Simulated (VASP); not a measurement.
Write the native input for VASP 6.6.1 that does the following.

```
Task                   : single point
Functional             : PBE
Potentials or basis    : VASP PAW PBE potentials, release 64 (W_sv)
Cutoff                 : 520 eV
k mesh                 : 13 × 13 × 13
Occupations            : fermi-dirac, width 0.1 eV
Spin                   : no spin polarisation
Dipole correction      : no
Further INCAR settings : ALGO = Normal; EDIFF = 1e-06; NBANDS = 13
```

The structure of W lies in POSCAR:

```
W
1.0
   -1.6099897893      1.6099897893      1.6099897893
    1.6099897893     -1.6099897893      1.6099897893
    1.6099897893      1.6099897893     -1.6099897893
W
1
Direct
    0.0000000000      0.0000000000      0.0000000000
```

The input as run:

INCAR

```
  ALGO = Normal
  EDIFF = 1E-6
  ENCUT = 520
  GGA = PE
  ISIF = 2
  ISMEAR = -1
  LASPH = True
  LCHARG = True
  LELF = True
  LREAL = False
  LVHAR = True
  LWAVE = False
  NBANDS = 13
  NELM = 100
  PREC = Accurate
  SIGMA = 0.1
```

KPOINTS

```
k-points
0
Gamma
  13 13 13
```

Potentials or basis: VASP PAW PBE potentials, release 64 (W_sv).

Command:

```sh
$ cat potpaw_PBE.64/W_sv/POTCAR > POTCAR
$ mpirun -np 1 vasp_std > vasp.out
```

Results of the run:

```yaml
Pressure: -9.4 GPa
Band_gap_on_the_k_mesh: zero (band 7 reaches 14.91 eV, above the bottom of band 8 at 9.56 eV)
```

Caveat: spin-orbit coupling is left out, which moves the levels of the heavy elements.

Wall time 5.9 s on 1 thread of Intel(R) Xeon(R) 6975P-C (Granite Rapids) (shared host), peak memory 0.14 GiB.
